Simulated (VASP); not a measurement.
Input of a VASP 6.6.1 run:

The input INCAR:

```
SYSTEM = Ti5C4
ALGO = Normal ; EDIFF = 1E-6
ENCUT = 520 ; GGA = PE
GGA_COMPAT = .False. ; ISIF = 2
ISMEAR = 0 ; LASPH = .True.
LCHARG = .True. ; LELF = .True.
LREAL = .False. ; LVHAR = .True.
LWAVE = .False. ; NBANDS = 48
NELM = 120 ; PREC = Accurate
SIGMA = 0.1
```

File KPOINTS:

```
Automatic mesh
0
Gamma
  6 6 6
  0.5 0.5 0.5
```

File POSCAR:

```
Ti5C4
1.0
    0.0000000000      0.0000000000     -4.3327798708
    0.0000000000     -4.3327798708      0.0000000000
   -4.3327798708      0.0000000000      0.0000000000
Ti C
5 4
Direct
    0.0369874308      0.0369874308      0.0369874308
    1.0369874308      0.4630125692      0.4630125692
    0.4630125692      1.0369874308      0.4630125692
    0.4630125692      0.4630125692      0.0369874308
    0.7500000000      0.7500000000      0.7500000000
    0.0012239536      0.0012239536      0.4987760464
    0.0012239536      0.4987760464      0.0012239536
    0.4987760464      0.0012239536      0.0012239536
    0.4987760464      0.4987760464      0.4987760464
```

Potentials or basis: VASP PAW PBE potentials, release 64 (Ti_sv, C).

Run with:

```console
$ cat potpaw_PBE.64/Ti_sv/POTCAR potpaw_PBE.64/C/POTCAR > POTCAR
$ mpirun -np 1 vasp_std > vasp.out
```

(1) Estimate the band gap on the k mesh.

(2) Predict the largest force.

## Answers

(1) zero (band 38 reaches 12.53 eV, above the bottom of band 39 at 11.17 eV).

(2) 0.064 eV/Å.
